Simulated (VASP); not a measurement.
A run of VASP 6.6.1 is set up as follows.

The input INCAR:

```
SYSTEM = Ta3As5
PREC = Accurate
ENCUT = 520
EDIFF = 1E-7
ISMEAR = 0
SIGMA = 0.1
LREAL = .FALSE.
LASPH = .TRUE.
NELM = 100
ALGO = Normal
ISIF = 2
LWAVE = .FALSE.
LCHARG = .FALSE.
GGA = PE
NBANDS = 39
```

File KPOINTS:

```
regular mesh
0
G
  6 6 2
  0 0 0
```

The input POSCAR:

```
Ta3As5
1.0
    3.6927724800      0.0000000000      0.0000000000
    0.0000000000      3.6927724800      0.0000000000
    0.0000000000      0.0000000000     12.9422450100
Ta As
3 5
Direct
    0.5000000000      0.5000000000      0.1250000000
    0.5000000000      0.5000000000      0.8750000000
    0.0000000000      0.0000000000      0.5000000000
    0.0000000000      0.0000000000      0.2500000000
    0.0000000000      0.0000000000      0.7500000000
    0.0000000000      0.0000000000      0.0000000000
    0.5000000000      0.5000000000      0.3750000000
    0.5000000000      0.5000000000      0.6250000000
```

Potentials or basis: VASP PAW PBE potentials, release 64 (Ta_pv, As).

Run with:

```sh
$ cat potpaw_PBE.64/Ta_pv/POTCAR potpaw_PBE.64/As/POTCAR > POTCAR
$ mpirun -np 1 vasp_std > vasp.out
```

Task: Predict the pressure.

Result: -22.7 GPa.

Task: Predict the largest force.

Result: 1.325 eV/Å.

Task: What does it give for the band gap on the k mesh?

Result: Zero (bands 29 and 30 overlap by 0.59 eV).

Forces in eV/Å, atoms in the order of the input:
```
Ta   0.000  0.000  0.600
Ta   0.000  0.000 -0.600
Ta   0.000  0.000  0.000
As   0.000  0.000 -1.267
As   0.000  0.000  1.267
As   0.000  0.000  0.000
As   0.000  0.000  1.325
As   0.000  0.000 -1.325
```

Caveat: the cell stands under tension; spin-orbit coupling is left out, which moves the levels of the heavy elements; forces of over 1 eV/Å act on the atoms, so gaps and moduli don't describe the material at rest.
